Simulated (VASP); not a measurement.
Crystal: Sr2Li.

```
CELL_PARAMETERS angstrom
4.42393 -2.65178 0.00000
4.42393 2.65178 0.00000
0.00000 0.00000 8.01980
ATOMIC_POSITIONS crystal
Li 0.66667 0.33333 0.25000
Li 0.33333 0.66667 0.75000
Sr 0.16202 0.17131 0.25000
Sr 0.82869 0.83798 0.25000
Sr 0.83798 0.82869 0.75000
Sr 0.17131 0.16202 0.75000
```

The cell was built from a structure type or drawn by symmetry, and may not be a known phase.

* Program: VASP 6.6.1
* Task: relaxation of cell and atoms
* Functional: PBE
* Potentials or basis: VASP PAW PBE potentials, release 64 (Li_sv, Sr_sv)
* Cutoff: 600 eV
* k mesh: 4 × 4 × 2
* Occupations: gaussian, width 0.1 eV
* Spin: no spin polarisation

At the start: pressure 11.3 GPa; volume 31.36 Å³/atom.

**Question.** How do energy, volume and symmetry change on relaxing?

**Answer.** Over 41 steps the energy falls by 1606.9 meV/atom and the volume is 40.95 Å³/atom (+30.6 %); space group Cmcm (No. 63, to 0.1 Å) before and after.

Step by step:
| step | energy change (eV) | largest force (eV/Å) | pressure (GPa) | volume (Å³) |
| --- | --- | --- | --- | --- |
| 1 | 0.0000 | 3.4017 | 11.31 | 188.16 |
| 3 | -7.5043 | 0.3503 | -0.96 | 320.44 |
| 5 | -7.7289 | 0.4235 | 0.12 | 290.81 |
| 7 | -7.8223 | 0.3817 | -0.02 | 294.65 |
| 9 | -7.9320 | 0.3135 | -0.16 | 298.52 |
| 11 | -8.2541 | 0.3255 | -0.24 | 291.62 |
| 13 | -8.5463 | 0.4629 | -0.12 | 277.64 |
| 15 | -8.7188 | 0.5073 | 0.43 | 259.01 |
| 17 | -8.8389 | 0.4292 | 0.04 | 262.03 |
| 19 | -8.9835 | 0.3901 | -0.13 | 264.28 |
| 21 | -9.0616 | 0.3651 | -0.04 | 261.64 |
| 23 | -8.9758 | 0.5742 | 1.38 | 236.65 |
| 25 | -9.2960 | 0.2181 | 0.05 | 256.88 |
| 27 | -9.3865 | 0.2274 | -0.16 | 258.68 |
| 29 | -9.4323 | 0.1717 | 0.13 | 252.43 |
| 31 | -9.5029 | 0.2355 | 0.43 | 245.87 |
| 33 | -9.5499 | 0.2215 | -0.35 | 257.33 |
| 35 | -9.5990 | 0.1811 | -0.16 | 251.82 |
| 37 | -9.6250 | 0.1233 | 0.26 | 243.10 |
| 39 | -9.6357 | 0.0718 | -0.08 | 247.49 |
| 41 | -9.6413 | 0.0353 | 0.05 | 245.71 |

Final structure:
```
CELL_PARAMETERS angstrom
6.44209 -3.12743 0.00000
6.44209 3.12743 0.00000
0.00000 0.00000 6.09793
ATOMIC_POSITIONS crystal
Li 0.73597 0.26403 0.25000
Li 0.26403 0.73597 0.75000
Sr 0.38974 0.90710 0.25000
Sr 0.09290 0.61026 0.25000
Sr 0.61026 0.09290 0.75000
Sr 0.90710 0.38974 0.75000
```

Caveat: the k points lie up to 0.52 Å⁻¹ apart in the final cell, too coarse for converged energies and pressures of a metal; the cutoff is under 1.25 times the usual one of these potentials, so pressure, stress and relaxed cells hold a basis-set (Pulay) error; the volume moved by over 15 % at a fixed basis, so the end points are rough.
